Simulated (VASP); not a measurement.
# Ge in VASP: single point with r2SCAN

Aim: the single point of Ge with r2SCAN.

Program: VASP 6.6.1. These are calculated values, not measurements. Logs are shortened: lines on timing, memory, paths and dates and some standing lists are left out, and cuts for length are marked.

### 1 The cell of the first run

The cell holds a slab with vacuum, 8 atoms: a = 4.074 Å, b = 4.074 Å, c = 25.810 Å, α = 90.00°, β = 90.00°, γ = 120.00°.

### 2 Single point, r2SCAN

POSCAR

```
Ge
1.0
    4.0736913413      0.0000000000      0.0000000000
   -2.0368456706      3.5279201887      0.0000000000
    0.0000000000      0.0000000000     25.8100039188
Ge
8
Direct
    0.3333333333      0.6666666667      0.2905850004
    0.0000000000      0.0000000000      0.3228026927
    0.0000000000      0.0000000000      0.4194557694
    0.6666666667      0.3333333333      0.4516734616
    0.6666666667      0.3333333333      0.5483265384
    0.3333333333      0.6666666667      0.5805442306
    0.3333333333      0.6666666667      0.6771973073
    0.0000000000      0.0000000000      0.7094149996
```

INCAR.step1

```
SYSTEM = Ge
PREC = Accurate
ENCUT = 450
ISMEAR = 0
SIGMA = 0.1
LREAL = .FALSE.
LASPH = .TRUE.
NELM = 120
LDIPOL = .TRUE.
IDIPOL = 3
DIPOL = 0.5 0.5 0.500
NBANDS = 66
GGA = PE
ALGO = Normal
EDIFF = 1E-5
LWAVE = .TRUE.
LCHARG = .FALSE.
GGA_COMPAT = .FALSE.
NELMDL = -8
```

INCAR.step2

```
SYSTEM = Ge
PREC = Accurate
ENCUT = 450
EDIFF = 1E-6
ISMEAR = 0
SIGMA = 0.1
LREAL = .FALSE.
LASPH = .TRUE.
NELM = 120
ALGO = Normal
ISIF = 2
LWAVE = .FALSE.
LCHARG = .TRUE.
LDIPOL = .TRUE.
IDIPOL = 3
DIPOL = 0.5 0.5 0.500
METAGGA = R2SCAN
LMIXTAU = .TRUE.
LELF = .TRUE.
LVHAR = .TRUE.
LVACPOTAV = .TRUE.
NBANDS = 66
ISTART = 1
GGA_COMPAT = .FALSE.
```

KPOINTS

```
Automatic mesh
0
G
  9 9 1
  0 0 0
```

Potentials or basis: VASP PAW PBE potentials, release 64 (Ge_d).

Launch:

```console
$ cat potpaw_PBE.64/Ge_d/POTCAR > POTCAR
$ cp INCAR.step1 INCAR
$ mpirun -np 1 vasp_std > vasp.out
$ cp INCAR.step2 INCAR
$ mpirun -np 1 vasp_std > vasp.out
```

OUTCAR:

```text
SYSTEM = Ge
   PREC = Accurate
   ENCUT = 450
   EDIFF = 1E-6
   ISMEAR = 0
   LREAL = .FALSE.
   LASPH = .TRUE.
   NELM = 120
   ISIF = 2
   METAGGA = R2SCAN
   ISTART = 1

 ion  position               nearest neighbor table
   1  0.333  0.667  0.291-   2 2.49   2 2.49   2 2.49
   2  0.000  0.000  0.323-   3 2.49   1 2.49   1 2.49   1 2.49
   3  0.000  0.000  0.419-   4 2.49   2 2.49   4 2.49   4 2.49
   4  0.667  0.333  0.452-   3 2.49   3 2.49   3 2.49   5 2.49
   5  0.667  0.333  0.548-   6 2.49   6 2.49   6 2.49   4 2.49
   6  0.333  0.667  0.581-   5 2.49   5 2.49   7 2.49   5 2.49
   7  0.333  0.667  0.677-   6 2.49   8 2.49   8 2.49   8 2.49
   8  0.000  0.000  0.709-   7 2.49   7 2.49   7 2.49

  LATTYP: Found a hexagonal cell.
 ALAT       =     4.0736913413
 C/A-ratio  =     6.3357779852

  Lattice vectors:

 A1 = (   4.0736913413,   0.0000000000,   0.0000000000)
 A2 = (  -2.0368456706,   3.5279201887,   0.0000000000)
 A3 = (   0.0000000000,   0.0000000000,  25.8100039188)

Analysis of symmetry for initial positions (statically):
=====================================================================
 Subroutine PRICEL returns:
 Original cell was already a primitive cell.

 Routine SETGRP: Setting up the symmetry group for a
 hexagonal supercell.

 Subroutine GETGRP returns: Found 12 space group operations
 (whereof  6 operations were pure point group operations)
 out of a pool of 24 trial point group operations.

The static configuration has the point symmetry C_3v.
 The point group associated with its full space group is D_3d.

Analysis of symmetry for dynamics (positions and initial velocities):
=====================================================================
 Subroutine PRICEL returns:
 Original cell was already a primitive cell.

 Routine SETGRP: Setting up the symmetry group for a
 hexagonal supercell.

 Subroutine GETGRP returns: Found 12 space group operations
 (whereof  6 operations were pure point group operations)
 out of a pool of 24 trial point group operations.

The dynamic configuration has the point symmetry C_3v.
 The point group associated with its full space group is D_3d.

 Subroutine INISYM returns: Found 12 space group operations
 (whereof  6 operations are pure point group operations),
 and found     1 'primitive' translations

----------------------------------------------------------------------------------------

                                     Primitive cell

  volume of cell :     370.9325

  direct lattice vectors                    reciprocal lattice vectors
     4.073691341  0.000000000  0.000000000     0.245477606  0.141726562  0.000000000
    -2.036845671  3.527920189  0.000000000     0.000000000  0.283453124  0.000000000
     0.000000000  0.000000000 25.810003919     0.000000000  0.000000000  0.038744667

  length of vectors
     4.073691341  4.073691341 25.810003919     0.283453124  0.283453124  0.038744667

  position of ions in fractional coordinates (direct lattice)
     0.333333333  0.666666667  0.290585000
     0.000000000  0.000000000  0.322802693
     0.000000000  0.000000000  0.419455769
     0.666666667  0.333333333  0.451673462
     0.666666667  0.333333333  0.548326538
     0.333333333  0.666666667  0.580544231
     0.333333333  0.666666667  0.677197307
     0.000000000  0.000000000  0.709415000

  ion indices of the primitive-cell ions
   primitive index   ion index
                 1           1
                 2           2
                 3           3
                 4           4
                 5           5
                 6           6
                 7           7
                 8           8

----------------------------------------------------------------------------------------

 KPOINTS: Automatic mesh

Automatic generation of k-mesh.
 Grid dimensions read from file:
 generate k-points for:    9    9    1

 Generating k-lattice:

  Cartesian coordinates                     Fractional coordinates (reciprocal lattice)
     0.027275290  0.015747396  0.000000000     0.111111111  0.000000000  0.000000000
     0.000000000  0.031494792  0.000000000     0.000000000  0.111111111  0.000000000
     0.000000000  0.000000000  0.038744667     0.000000000  0.000000000  1.000000000

  Length of vectors
     0.031494792  0.031494792  0.038744667

  Shift w.r.t. Gamma in fractional coordinates (k-lattice)
     0.000000000  0.000000000  0.000000000

 Subroutine IBZKPT returns following result:
 ===========================================

 Found     12 irreducible k-points:

 Following reciprocal coordinates:
            Coordinates               Weight
  0.000000  0.000000  0.000000      1.000000
  0.111111  0.000000  0.000000      6.000000
  0.222222  0.000000  0.000000      6.000000
  0.333333  0.000000  0.000000      6.000000
  0.444444  0.000000  0.000000      6.000000
  0.111111  0.111111  0.000000      6.000000
  0.222222  0.111111  0.000000     12.000000
  0.333333  0.111111  0.000000     12.000000
  0.444444  0.111111  0.000000      6.000000
  0.222222  0.222222  0.000000      6.000000
  0.333333  0.222222  0.000000     12.000000
  0.333333  0.333333  0.000000      2.000000
   k-points           NKPTS =     12   k-points in BZ     NKDIM =     12   number of bands    NBANDS=     66
   number of dos      NEDOS =    301   number of ions     NIONS =      8
   total plane-waves  NPLWV = 141120
   dimension x,y,z NGX =    28 NGY =   28 NGZ =  180
   dimension x,y,z NGXF=    56 NGYF=   56 NGZF=  360
   ions per type =               8
   NGX,Y,Z   is equivalent  to a cutoff of  11.43, 11.43, 11.59 a.u.
   NGXF,Y,Z  is equivalent  to a cutoff of  22.85, 22.85, 23.19 a.u.
 SYSTEM =  Ge
   PREC   = accura    normal or accurate (medium, high low for compatibility)
   ISTART =      1    job   : 0-new  1-cont  2-samecut
   ICHARG =      0    charge: 1-file 2-atom 10-const
   ISPIN  =      1    spin polarized calculation?
   LNONCOLLINEAR =      F non collinear calculations
   LSORBIT =      F    spin-orbit coupling
   LASPH  =      T    aspherical Exc in radial PAW
   ENCUT  =  450.0 eV  33.07 Ry    5.75 a.u.   7.05  7.05 44.64*2*pi/ulx,y,z
   NELM   =    120;   NELMIN=  2; NELMDL=  0     # of ELM steps
   EDIFF  = 0.1E-05   stopping-criterion for ELM
   LREAL  =      F    real-space projection
   EDIFFG = 0.1E-04   stopping-criterion for IOM
   NSW    =      0    number of steps for IOM
   IBRION =     -1    ionic relax: 0-MD 1-quasi-New 2-CG
   NFREE  =      0    steps in history (QN), initial steepest desc. (CG)
   ISIF   =      2    stress and relaxation
   ISYM   =      2    0-nonsym 1-usesym 2-fastsym
   POTIM  = 0.5000    time-step for ionic-motion
   TEBEG  =    0.0;   TEEND  =   0.0 temperature during run
   PSTRESS=    0.0 pullay stress
   NELECT =     112.0000    total number of electrons
   NUPDOWN=      -1.0000    fix difference up-down
   EMIN   =  10.00;   EMAX   =-10.00  energy-range for DOS
   EFERMI =   0.00;   METHOD = LEGACY
   ISMEAR =     0;   SIGMA  =   0.10  broadening in eV -4-tet -1-fermi 0-gaus
   EFERMI_NEDOS =   21; number of points for ismear=-14 and -15
   IALGO  =     38    algorithm
   IMIX   =      4    mixing-type and parameters
     AMIX     =   0.40;   BMIX     =  1.00
     AMIX_MAG =   1.60;   BMIX_MAG =  1.00
  volume/ion in A,a.u.               =      46.37       312.90
  Fermi-wavevector in a.u.,A,eV,Ry     =   1.098287  2.075462 16.411816  1.206234
  Thomas-Fermi vector in A             =   2.234662
   LORBIT       =      0    0 simple, 1 ext, 2 COOP (PROOUT), +10 PAW based schemes
   METAGGA = R2SCAN    functional components
   LHFCALC =     F    Hartree Fock is set to
   AEXX    =    0.0000 exact exchange contribution
   IVDW    =     0    specifies the selected vdW correction
   LEPSILON=     F    determine dielectric tensor
   LRPA    =     F    only Hartree local field effects (RPA)
 non-spin polarized calculation
 Gauss-broadening in eV      SIGMA  =   0.10
  energy-cutoff  :      450.00
  volume of cell :      370.93
 maximum number of plane-waves:      8079
   NGX = 15   NGY = 15   NGZ = 89

 number of electron     112.0000008 magnetization

 dipolmoment           0.000000      0.000000      0.000008 electrons x Angstroem

 Free energy of the ion-electron system (eV)
  ---------------------------------------------------
  ext. energy  EPLUGINS =         0.00000000
  ---------------------------------------------------
  free energy    TOTEN  =      -108.61324850 eV

  energy without entropy =     -108.57018713  energy(sigma->0) =     -108.59171781

 E-fermi :  -0.3052     XC(G=0):  -5.8569

 val. band max:       -0.3411795584   @ k =   0.2222   0.1111   0.0000
 cond. band min:      -0.2972558961   @ k =   0.3333   0.2222   0.0000
 fundamental gap:      0.0439236623
 Fermi energy:        -0.3052040735

 k-point     1 :       0.0000    0.0000    0.0000
  band No.  band energies     occupation
      1     -25.6079      2.00000
      2     -25.6079      2.00000
      3     -25.5981      2.00000
      4     -25.5981      2.00000
      5     -25.5834      2.00000
      6     -25.5508      2.00000
[... 58 lines left out ...]
     65       3.5849      0.00000
     66       3.9491      0.00000

 k-point     2 :       0.1111    0.0000    0.0000
  band No.  band energies     occupation
      1     -25.6153      2.00000
      2     -25.6103      2.00000
      3     -25.6003      2.00000
      4     -25.5997      2.00000
      5     -25.5843      2.00000
      6     -25.5521      2.00000
[... 58 lines left out ...]
     65       3.7659      0.00000
     66       3.9477      0.00000

 k-point     3 :       0.2222    0.0000    0.0000
  band No.  band energies     occupation
      1     -25.6249      2.00000
      2     -25.6141      2.00000
      3     -25.6051      2.00000
      4     -25.6011      2.00000
      5     -25.5907      2.00000
      6     -25.5541      2.00000
[... 610 lines left out ...]
     65       4.8323      0.00000
     66       4.9420      0.00000

 k-point    12 :       0.3333    0.3333    0.0000
  band No.  band energies     occupation
      1     -25.6299      2.00000
      2     -25.6298      2.00000
      3     -25.6298      2.00000
      4     -25.5982      2.00000
      5     -25.5981      2.00000
      6     -25.5460      2.00000
[... 58 lines left out ...]
     65       5.9617      0.00000
     66       5.9718      0.00000

------------------------ aborting loop because EDIFF is reached ----------------------------------------

  FORCE on cell =-STRESS in cart. coord.  units (eV):
  Direction    XX          YY          ZZ          XY          YZ          ZX
  --------------------------------------------------------------------------------------
  -------------------------------------------------------------------------------------
  Total       -3.7576093     -3.7576093     -1.3716589     -0.0000000      0.0000000      0.0000000
  in kB      -16.2303265    -16.2303265     -5.9246374     -0.0000000      0.0000000      0.0000000
  external PRESSURE =     -12.7950968 kB  Pullay stress =       0.0000000 kB

 VOLUME and BASIS-vectors are now :
 -----------------------------------------------------------------------------
  energy-cutoff  :      450.00
  volume of cell :      370.93
      direct lattice vectors                 reciprocal lattice vectors
     4.073691341  0.000000000  0.000000000     0.245477606  0.141726562  0.000000000
    -2.036845671  3.527920189  0.000000000     0.000000000  0.283453124  0.000000000
     0.000000000  0.000000000 25.810003919     0.000000000  0.000000000  0.038744667

 POSITION                                       TOTAL-FORCE (eV/Angst)
 -----------------------------------------------------------------------------------
     -0.00000      2.35195      7.50000        -0.000000      0.000000      0.366272
      0.00000      0.00000      8.33154        -0.000000     -0.000000     -0.411983
      0.00000      0.00000     10.82616        -0.000000     -0.000000      0.245842
      2.03685      1.17597     11.65769         0.000000      0.000000     -0.112728
      2.03685      1.17597     14.15231         0.000000      0.000000      0.112728
     -0.00000      2.35195     14.98385         0.000000      0.000000     -0.245842
     -0.00000      2.35195     17.47847        -0.000000      0.000000      0.411983
      0.00000      0.00000     18.31000        -0.000000      0.000000     -0.366272
 -----------------------------------------------------------------------------------
    total drift:                                0.000001     -0.000001      0.001180

  FREE ENERGIE OF THE ION-ELECTRON SYSTEM (eV)
  ---------------------------------------------------
  free  energy   TOTEN  =      -108.6132485023 eV

  energy  without entropy=     -108.5701871253  energy(sigma->0) =     -108.59171781

 vacuum level on the upper side and lower side of the slab         4.544         4.544
```

It took 25 min on 1 thread of AMD EPYC 9R14 (Zen 4), shared host; peak memory 0.43 GiB.

Results:

| Quantity | Value |
| --- | --- |
| Free energy | -108.6132 eV |
| Largest force | 0.412 eV/Å |
| Band gap on the k mesh | zero (bands 56 and 57 overlap by 0.25 eV) |

Forces on the atoms (eV/Å):
```
Ge   0.000  0.000  0.366
Ge   0.000  0.000 -0.412
Ge   0.000  0.000  0.246
Ge   0.000  0.000 -0.113
Ge   0.000  0.000  0.113
Ge   0.000  0.000 -0.246
Ge   0.000  0.000  0.412
Ge   0.000  0.000 -0.366
```

Caveat: the PAW data sets were made with another functional, which shifts forces and pressure a little.
